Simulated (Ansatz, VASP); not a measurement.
## One calculation of Re, two programs

File INCAR:

```
PREC     = Accurate       # precision mode
ENCUT    = 520            # plane-wave cutoff, eV
EDIFF    = 1E-7           # SCF threshold, eV
ISMEAR   = -1             # smearing method
SIGMA    = 0.05           # smearing width, eV
LREAL    = F              # projectors in reciprocal space
LASPH    = T              # aspherical terms in the spheres
NELM     = 80             # most SCF steps
ALGO     = Normal         # electronic algorithm
ISIF     = 2              # what is computed and relaxed
LWAVE    = F              # write WAVECAR
LCHARG   = F              # write CHGCAR
NBANDS   = 14             # bands
```

KPOINTS

```
Automatic mesh
0
Gamma
  14 14 8
```

Contents of POSCAR:

```
Re
1.0
    2.5941956526      0.0000000000      0.0000000000
   -1.2970978263      2.2466393375      0.0000000000
    0.0000000000      0.0000000000      4.1480801636
Re
2
Direct
    0.3333333333      0.6666666667      0.2500000000
    0.6666666667      0.3333333333      0.7500000000
```

Input for Ansatz:

```yaml
crystal:
  lattice:
    - [2.5941956526, 0.0, 0.0]
    - [-1.2970978263, 2.2466393375, 0.0]
    - [0.0, 0.0, 4.1480801636]
  atoms:
    - { symbol: Re, position: [0.3333333333, 0.6666666667, 0.25] }
    - { symbol: Re, position: [0.6666666667, 0.3333333333, 0.75] }
kpoints:
  mp_grid: { grid: [14, 14, 8] }
  band_path:
    path:
      - [0.0, 0.0, 0.0]
      - [0.5, 0.0, 0.0]
      - [0.3333333333, 0.3333333333, 0.0]
      - [0.0, 0.0, 0.0]
      - [0.0, 0.0, 0.5]
      - [0.5, 0.0, 0.5]
      - [0.3333333333, 0.3333333333, 0.5]
      - [0.0, 0.0, 0.5]
      - [0.5, 0.0, 0.5]
    npoints: 5
scf:
  occupations: { method: fermi_dirac, width: 0.05 }
hamiltonian:
  xc: lda
  pseudopotentials: { kind: all_electron, lapw: { basis_error: 0.00025 } }
output:
  forces: true
  stress: true
  eigenvalues: true
```

Change from the starting cell: volume scaled by 0.99.

Alike in both runs: task single point; functional LDA; k mesh 14 × 14 × 8; occupations fermi-dirac, width 0.05 eV; no spin polarisation.

|  | VASP | Ansatz |
| --- | --- | --- |
| version | VASP 6.6.1 | Ansatz 0.2.0 |
| potentials or method | VASP PAW LDA potentials, release 64 (Re), cutoff 520 eV | all-electron LAPW, scalar-relativistic |

```tsv
	VASP	Ansatz	Ansatz less VASP
pressure (GPa)	104.9	99.0	-5.96
traceless stress, the component that is largest in VASP (GPa)	4.60	4.71	+0.111
```

LDA's correlation is that of Perdew and Zunger in VASP and of Perdew and Wang (1992) in Ansatz. Both programs put the cell under a high pressure, so it lies far from rest at this level. Ansatz ran all-electron here, and VASP with PAW potentials.

Neither program's run includes spin-orbit coupling. Noted on VASP's run: the cell as given lies far from equilibrium.
